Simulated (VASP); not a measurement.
# BaS in VASP: settings compared, part 2 of 2

VASP 6.6.1. The steps go on from the part before.

### 4 Single point, PBE (shear xy strain +3.9%)

File INCAR:

```
SYSTEM = BaS
PREC = Accurate
ENCUT = 520
EDIFF = 1E-6
ISMEAR = -1
SIGMA = 0.02
LREAL = .False.
LASPH = .True.
NELM = 100
ALGO = Normal
ISIF = 2
LWAVE = .False.
LCHARG = .True.
GGA = PE
LELF = .True.
LVHAR = .True.
NBANDS = 15
```

File KPOINTS:

```
regular mesh
0
Gamma
  6 6 6
  0 0 0
```

File POSCAR:

```
BaS
1.0
    0.0686285295      3.5194117709      3.5194117709
    3.5194117709      0.0686285295      3.5194117709
    3.5880403004      3.5880403004      0.0000000000
Ba S
1 1
Direct
    0.0039566894      0.0039566894     -0.0039566894
    0.2460433106      0.2460433106      0.2539566894
```

Potentials or basis: VASP PAW PBE potentials, release 64 (Ba_sv, S).

Run with:

```console
cat potpaw_PBE.64/Ba_sv/POTCAR potpaw_PBE.64/S/POTCAR > POTCAR
mpirun -np 1 vasp_std > vasp.out
```

OUTCAR:

```text
SYSTEM = BaS
   PREC = Accurate
   ENCUT = 520
   EDIFF = 1E-6
   ISMEAR = -1
   LREAL = .False.
   LASPH = .True.
   NELM = 100
   ISIF = 2
   GGA = PE

 ion  position               nearest neighbor table
   1  0.004  0.004  0.996-   2 3.04   2 3.04   2 3.06   2 3.06
   2  0.246  0.246  0.254-   1 3.04   1 3.04   1 3.06   1 3.06

  LATTYP: Found a body centered orthorhombic cell.
 ALAT       =     4.8801444608
 B/A-ratio  =     1.0397756247
 C/A-ratio  =     1.4423391763
[... 611 lines left out ...]
      8      -0.2644      2.00000
      9       3.3062      0.00000
     10       4.4069      0.00000
     11       5.6198      0.00000
     12       6.4778      0.00000
     13       6.6130      0.00000
     14       7.2443      0.00000
     15       9.0307      0.00000

 [... further k-points ...]
[... 5 lines left out ...]
  --------------------------------------------------------------------------------------
  -------------------------------------------------------------------------------------
  Total        0.1976365      0.1976365      0.1807471     -0.1562834      0.0000000      0.0000000
  in kB        3.6333126      3.6333126      3.3228195     -2.8730847      0.0000000      0.0000000
  external PRESSURE =       3.5298149 kB  Pullay stress =       0.0000000 kB

 VOLUME and BASIS-vectors are now :
 -----------------------------------------------------------------------------
  energy-cutoff  :      520.00
  volume of cell :       87.15
      direct lattice vectors                 reciprocal lattice vectors
     0.068628529  3.519411771  3.519411771    -0.144894641  0.144894641  0.142069196
     3.519411771  0.068628529  3.519411771     0.144894641 -0.144894641  0.142069196
     3.588040300  3.588040300  0.000000000     0.139351835  0.139351835 -0.142069196

 POSITION                                       TOTAL-FORCE (eV/Angst)
 -----------------------------------------------------------------------------------
      3.58804      3.58804      0.02785         0.000000      0.000000     -0.000437
      1.79402      1.79402      1.73186         0.000000      0.000000      0.000437
 -----------------------------------------------------------------------------------
    total drift:                                0.000000      0.000000     -0.000031

  FREE ENERGIE OF THE ION-ELECTRON SYSTEM (eV)
  ---------------------------------------------------
  free  energy   TOTEN  =        -9.7306411773 eV

  energy  without entropy=       -9.7306411773  energy(sigma->0) =       -9.73064118
```

It took 94 s on 1 thread of AMD EPYC 7R13, shared host; peak memory 0.23 GiB.

What came out:

```yaml
Free_energy: -9.7306 eV
Pressure: 0.4 GPa
Band_gap_on_the_k_mesh: 2.75 eV (least direct gap 3.38 eV)
```

Levels at points of the mesh, in eV from the valence-band top:
```
           k point  band 4  band 5  band 6  band 7  band 8  band 9  band 10  band 11  band 12  band 13
(0.00, 0.00, 0.00)  -11.29   -9.92   -0.73   -0.69   -0.64    2.75     5.02     5.04     6.88     6.95
(0.50, 0.00, 0.00)  -11.33   -9.31   -0.58   -0.45   -0.45    4.45     5.09     5.31     5.52     6.35
(0.50, 0.50, 0.00)  -11.38   -9.11   -1.09   -0.03    0.00    3.43     4.54     6.27     6.28     6.32
(0.00, 0.00, 0.50)  -11.32   -9.27   -0.65   -0.42   -0.40    4.40     5.04     5.36     5.45     6.24
(0.50, 0.00, 0.50)  -11.39   -9.11   -1.09   -0.02   -0.02    3.44     4.54     6.23     6.26     6.38
```

Caveat: the cell differs from its parent crystal (shear xy strain +3.9%); the structure was generated, so it needn't be the stable form of BaS; spin-orbit coupling is left out, which moves the levels of the heavy elements. A k mesh can miss the band edges.

### 5 Single point, r2SCAN (epitaxial xy strain -0.5%)

File POSCAR:

```
BaS
1.0
    0.0000000000      3.5028705356      3.5480831883
    3.5028705356      0.0000000000      3.5480831883
    3.5028705356      3.5028705356      0.0000000000
Ba S
1 1
Direct
    0.0000000000      0.0000000000      0.0000000000
    0.2500000000      0.2500000000      0.2500000000
```

File INCAR.step1:

```
SYSTEM = BaS
PREC = Accurate
ENCUT = 520
ISMEAR = 0
SIGMA = 0.01
LREAL = .FALSE.
LASPH = .TRUE.
NELM = 100
NBANDS = 15
GGA = PE
ALGO = Normal
EDIFF = 1E-4
LWAVE = .TRUE.
LCHARG = .FALSE.
```

File INCAR.step2:

```
SYSTEM = BaS
PREC = Accurate
ENCUT = 520
EDIFF = 1E-7
ISMEAR = 0
SIGMA = 0.01
LREAL = .FALSE.
LASPH = .TRUE.
NELM = 100
ALGO = Normal
ISIF = 2
LWAVE = .FALSE.
LCHARG = .TRUE.
METAGGA = R2SCAN
LMIXTAU = .TRUE.
LELF = .TRUE.
LVHAR = .TRUE.
NBANDS = 15
ISTART = 1
```

File KPOINTS:

```
regular mesh
0
G
  6 6 6
  0 0 0
```

Run with:

```console
cat potpaw_PBE.64/Ba_sv/POTCAR potpaw_PBE.64/S/POTCAR > POTCAR
cp INCAR.step1 INCAR
mpirun -np 1 vasp_std > vasp.out
cp INCAR.step2 INCAR
mpirun -np 1 vasp_std > vasp.out
```

It took 5.5 min on 1 thread of AMD EPYC 7R13, shared host; peak memory 0.24 GiB.

Results (log left out):

```yaml
Free_energy: -38.6157 eV
Pressure: 0.4 GPa
Band_gap_on_the_k_mesh: 3.08 eV (least direct gap 3.67 eV)
```

Levels at points of the mesh, in eV from the valence-band top:
| k point | band 5 | band 6 | band 7 | band 8 | band 9 | band 10 | band 11 | band 12 |
| --- | --- | --- | --- | --- | --- | --- | --- | --- |
| (0.00, 0.00, 0.00) | -10.36 | -0.69 | -0.68 | -0.68 | 3.08 | 5.50 | 5.59 | 7.39 |
| (0.50, 0.00, 0.00) | -9.66 | -0.60 | -0.43 | -0.42 | 4.75 | 5.71 | 5.73 | 5.86 |
| (0.50, 0.50, 0.00) | -9.44 | -1.09 | -0.01 | -0.01 | 3.68 | 4.97 | 6.81 | 6.81 |
| (0.50, 0.00, 0.50) | -9.46 | -1.08 | -0.02 | -0.01 | 3.72 | 4.99 | 6.82 | 6.84 |

Caveat: the cell differs from its parent crystal (epitaxial xy strain -0.5%); the structure was generated, so it needn't be the stable form of BaS; the PAW data sets were made with another functional, which shifts forces and pressure a little; spin-orbit coupling is left out, which moves the levels of the heavy elements. A k mesh can miss the band edges.

### 6 Single point, r2SCAN (strain along [111] -3.2%)

File POSCAR:

```
BaS
1.0
   -0.0760192943      3.4433924766      3.4433924766
    3.4433924766     -0.0760192943      3.4433924766
    3.4433924766      3.4433924766     -0.0760192943
Ba S
1 1
Direct
   -0.0024653819     -0.0024653819     -0.0024653819
    0.2524653819      0.2524653819      0.2524653819
```

File INCAR.step1:

```
SYSTEM = BaS
ALGO = Normal
EDIFF = 1E-4
ENCUT = 520
GGA = PE
ISMEAR = 0
LASPH = .TRUE.
LCHARG = .FALSE.
LREAL = .FALSE.
LWAVE = .TRUE.
NBANDS = 15
NELM = 80
PREC = Accurate
SIGMA = 0.01
```

File INCAR.step2:

```
SYSTEM = BaS
ALGO = Normal
EDIFF = 1E-6
ENCUT = 520
ISIF = 2
ISMEAR = 0
ISTART = 1
LASPH = .TRUE.
LCHARG = .FALSE.
LMIXTAU = .TRUE.
LREAL = .FALSE.
LWAVE = .FALSE.
METAGGA = R2SCAN
NBANDS = 15
NELM = 80
PREC = Accurate
SIGMA = 0.01
```

File KPOINTS:

```
k-points
0
G
  6 6 6
  0 0 0
```

Potentials or basis: VASP PAW PBE potentials, release 64 (Ba_sv, S).

Run with:

```console
cat potpaw_PBE.64/Ba_sv/POTCAR potpaw_PBE.64/S/POTCAR > POTCAR
cp INCAR.step1 INCAR
mpirun -np 1 vasp_std > vasp.out
cp INCAR.step2 INCAR
mpirun -np 1 vasp_std > vasp.out
```

Wall time 5.3 min (1 thread of AMD EPYC 7R13, shared host); peak memory 0.21 GiB.

Results (log left out):

```
Free energy            : -38.5979 eV
Pressure               : 1.4 GPa
Largest force          : 0.009 eV/Å
Band gap on the k mesh : 3.13 eV (least direct gap 3.69 eV)
```

Forces in eV/Å, atoms in the order of the input:
```
Ba  -0.005 -0.005 -0.005
S    0.005  0.005  0.005
```

Stress tensor (GPa, compression positive):
```
1.43 0.11 0.11
0.11 1.43 0.11
0.11 0.11 1.43
```

Levels at points of the mesh, in eV from the valence-band top:
```tsv
k point	band 5	band 6	band 7	band 8	band 9	band 10	band 11	band 12
(0.00, 0.00, 0.00)	-10.41	-0.77	-0.77	-0.68	3.13	5.59	5.59	7.48
(0.50, 0.00, 0.00)	-9.59	-0.64	-0.45	-0.45	4.78	5.57	5.83	6.09
(0.50, 0.50, 0.00)	-9.39	-1.14	-0.02	0.00	3.72	5.03	6.88	6.92
(0.50, 0.50, 0.50)	-9.66	-0.55	-0.50	-0.50	4.83	5.82	5.82	5.95
```

Caveat: the cell differs from its parent crystal (strain along [111] -3.2%); the structure was generated, so it needn't be the stable form of BaS; the PAW data sets were made with another functional, which shifts forces and pressure a little; spin-orbit coupling is left out, which moves the levels of the heavy elements. A k mesh can miss the band edges.

### 7 The runs side by side

| level | cell | smearing | gap on the mesh (eV) | pressure (GPa) |
| --- | --- | --- | --- | --- |
| PBE | a = 4.986, b = 4.986, c = 4.954 Å, angles 60.2, 60.2, 59.6°, 2 atoms, epitaxial xy strain -0.5% | fermi-dirac 0.02 eV | 2.76 | 0.4 |
| PBE | a = 4.870 Å, angles 61.5°, 2 atoms, strain along [111] -3.2% | fermi-dirac 0.02 eV | 2.81 | 1.4 |
| PBE | a = 4.978, b = 4.978, c = 5.074 Å, angles 59.4, 59.4, 58.7°, 2 atoms, shear xy strain +3.9% | fermi-dirac 0.02 eV | 2.75 | 0.4 |
| r2SCAN | a = 4.986, b = 4.986, c = 4.954 Å, angles 60.2, 60.2, 59.6°, 2 atoms, epitaxial xy strain -0.5% | gaussian 0.01 eV | 3.08 | 0.4 |
| r2SCAN | a = 4.870 Å, angles 61.5°, 2 atoms, strain along [111] -3.2% | gaussian 0.01 eV | 3.13 | 1.4 |

Alike in all rows: task single point; potentials or basis VASP PAW PBE potentials, release 64 (Ba_sv, S); no spin polarisation; k mesh 6 × 6 × 6; cutoff (eV) 520.

Caveats: the structure was generated, so it needn't be the stable form of BaS; spin-orbit coupling is left out, which moves the levels of the heavy elements; the PAW data sets were made with another functional, which shifts forces and pressure a little (at least some runs).

Absolute energies hang on the potentials; compare differences alone.
